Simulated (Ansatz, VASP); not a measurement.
# Two plane-wave programs on Sr

File INCAR:

```
SYSTEM = Sr
PREC = Accurate
ENCUT = 520
EDIFF = 1E-6
ISMEAR = 0
SIGMA = 0.15
LREAL = .False.
LASPH = .True.
NELM = 60
ALGO = Fast
ISIF = 2
LWAVE = .False.
LCHARG = .False.
GGA = PE
NBANDS = 11
```

The input KPOINTS:

```
Automatic mesh
0
Gamma
  14 14 14
  0 0 0
```

The input POSCAR:

```
Sr
1.0
   -2.4250000000      2.4250000000      2.5220000000
    2.4250000000     -2.4250000000      2.5220000000
    2.4250000000      2.4250000000     -2.5220000000
Sr
1
Direct
    0.0000000000      0.0000000000      0.0000000000
```

Input for Ansatz:

```yaml
crystal:
  lattice:
    - [-2.425, 2.425, 2.522]
    - [2.425, -2.425, 2.522]
    - [2.425, 2.425, -2.522]
  atoms:
    - { symbol: Sr, position: [0.0, 0.0, 0.0] }
basis:
  ecutwfc: 420
kpoints:
  mp_grid: { grid: [14, 14, 14] }
hamiltonian:
  xc: pbe
scf:
  occupations: { method: gaussian, width: 0.15 }
output:
  forces: true
  stress: true
  eigenvalues: true
```

Change from the starting cell: strain +0.000 along x and y, +0.040 along z, atoms carried along.

Alike in both runs: task single point; functional PBE; k mesh 14 × 14 × 14; occupations gaussian, width 0.15 eV; no spin polarisation.

|  | VASP | Ansatz |
| --- | --- | --- |
| version | VASP 6.6.1 | Ansatz 0.2.0 |
| potentials or method | VASP PAW PBE potentials, release 64 (Sr_sv), cutoff 520 eV | scalar-relativistic, plane waves, PAW |
| valence electrons in the cell | 10 | 10 |

|  | VASP | Ansatz | Ansatz less VASP |
| --- | --- | --- | --- |
| gap on the k mesh at the Fermi level (eV) | none | none | - |
| pressure (GPa) | -0.9 | -0.9 | 0.00 |

A gap of «none» marks a metal or a gap that the smearing closes. With one functional, cell and mesh, what is left measures potentials, basis and numerics.
